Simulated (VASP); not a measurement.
The system is InGa3P4.

```
In Ga P
1.0
     5.44337    0.00000    0.00000
     0.00000    5.44337    0.00000
     0.00000    0.00000    5.44337
In Ga P
1 3 4
Direct
  0.50000 0.50000 0.50000
  0.00000 0.00000 0.50000
  0.00000 0.50000 0.00000
  0.50000 0.00000 0.00000
  0.75000 0.75000 0.75000
  0.75000 0.25000 0.25000
  0.25000 0.75000 0.25000
  0.25000 0.25000 0.75000
```

```yaml
Program: VASP 6.6.1
Task: relaxation of cell and atoms
Functional: PBE
Potentials_or_basis: VASP PAW PBE potentials, release 64 (In_d, Ga_d, P)
Cutoff: 600 eV
k_mesh: 4 × 4 × 4
Occupations: gaussian, width 0.1 eV
Spin: no spin polarisation
```

At the start: pressure 9.6 GPa; volume 20.16 Å³/atom.

Question: Where does the relaxation end?

Answer: Over 7 steps the energy falls by 94.9 meV/atom and the volume is 22.21 Å³/atom (+10.2 %); space group P-43m (No. 215, to 0.1 Å) before and after.

Step by step:
| step | energy change (eV) | largest force (eV/Å) | pressure (GPa) | volume (Å³) |
| --- | --- | --- | --- | --- |
| 1 | 0.0000 | 1.9023 | 9.57 | 161.29 |
| 2 | -0.5581 | 0.0364 | -4.44 | 191.06 |
| 3 | -0.7212 | 0.4482 | -0.92 | 180.28 |
| 4 | -0.7211 | 0.4694 | -0.77 | 179.88 |
| 5 | -0.7552 | 0.1747 | -0.03 | 177.71 |
| 6 | -0.7586 | 0.0443 | 0.31 | 176.75 |
| 7 | -0.7595 | 0.0138 | -0.09 | 177.70 |

Final structure:
```cif
data_structure
_symmetry_space_group_name_H-M 'P 1'
_symmetry_Int_Tables_number 1
_cell_length_a 5.6221
_cell_length_b 5.6221
_cell_length_c 5.6221
_cell_angle_alpha 90.000
_cell_angle_beta 90.000
_cell_angle_gamma 90.000
_cell_volume 177.70
loop_
_atom_site_label
_atom_site_type_symbol
_atom_site_fract_x
_atom_site_fract_y
_atom_site_fract_z
_atom_site_occupancy
In1 In 0.50000 0.50000 0.50000 1
Ga1 Ga 0.00000 0.00000 0.50000 1
Ga2 Ga 0.00000 0.50000 0.00000 1
Ga3 Ga 0.50000 0.00000 0.00000 1
P1 P 0.76007 0.76007 0.76007 1
P2 P 0.76007 0.23993 0.23993 1
P3 P 0.23993 0.76007 0.23993 1
P4 P 0.23993 0.23993 0.76007 1
```
